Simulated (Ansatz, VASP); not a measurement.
Ga in VASP and in Ansatz

POSCAR

```
Ga
1.0
    4.5399635690      0.0000000000      0.0000000000
   -2.2699817845      3.9317237830      0.0000000000
    0.0000000000      0.0000000000      2.9545347243
Ga
3
Direct
    0.0000000000      1.0000000000      0.0000000000
    0.3333333333      0.6666666667      0.5000000000
    0.6666666667      0.3333333333      0.5000000000
```

The input INCAR.step1:

```
ALGO = Normal
EDIFF = 1E-4
ENCUT = 520
GGA = PE
ISMEAR = -1
LASPH = T
LCHARG = F
LREAL = F
LWAVE = T
NBANDS = 26
NELM = 100
PREC = Accurate
SIGMA = 0.1
```

INCAR.step2

```
ALGO = Normal
EDIFF = 1E-6
ENCUT = 520
ISIF = 2
ISMEAR = -1
ISTART = 1
LASPH = T
LCHARG = F
LMIXTAU = T
LREAL = F
LWAVE = F
METAGGA = R2SCAN
NBANDS = 26
NELM = 100
PREC = Accurate
SIGMA = 0.1
```

Contents of KPOINTS:

```
k-points
0
Gamma
  9 9 12
```

Input for Ansatz:

```yaml
crystal:
  lattice:
    - [4.539963569, 0.0, 0.0]
    - [-2.2699817845, 3.931723783, 0.0]
    - [0.0, 0.0, 2.9545347243]
  atoms:
    - { symbol: Ga, position: [0.0, 1.0, 0.0] }
    - { symbol: Ga, position: [0.3333333333, 0.6666666667, 0.5] }
    - { symbol: Ga, position: [0.6666666667, 0.3333333333, 0.5] }
hamiltonian:
  xc: r2scan
  pseudopotentials:
    kind: paw
    azcp:
      Ga: "pseudopotentials/Ga.paw.azcp"
basis:
  ecutwfc: 500
  fft_grid_basis: typed
kpoints:
  mp_grid: { grid: [9, 9, 12], shift: [0, 0, 0] }
magnetization:
  spin_polarized: false
scf:
  occupations: { method: fermi_dirac, width: 0.1 }
  lower_state_search: "off"
output:
  stress: true
```

Alike in both runs: task single point; functional r2SCAN; k mesh 9 × 9 × 12; occupations fermi-dirac, width 0.1 eV; no spin polarisation.

|  | VASP | Ansatz |
| --- | --- | --- |
| version | VASP 6.6.1 | Ansatz 0.2.0 |
| potentials or method | VASP PAW PBE potentials, release 64 (Ga_d), cutoff 520 eV | plane waves (500 eV) with PAW, scalar-relativistic |
| valence electrons in the cell | 39 | 39 |

VASP gave:

| Item | Value |
| --- | --- |
| pressure (GPa) | 2.6 |
| traceless stress, the component that is largest in VASP (GPa) | -0.17 |

Task: Which values does Ansatz return?

Result: Pressure (GPa): 2.6; traceless stress, the component that is largest in VASP (GPa): -0.13.

VASP's potentials were made for PBE, not for r2SCAN.
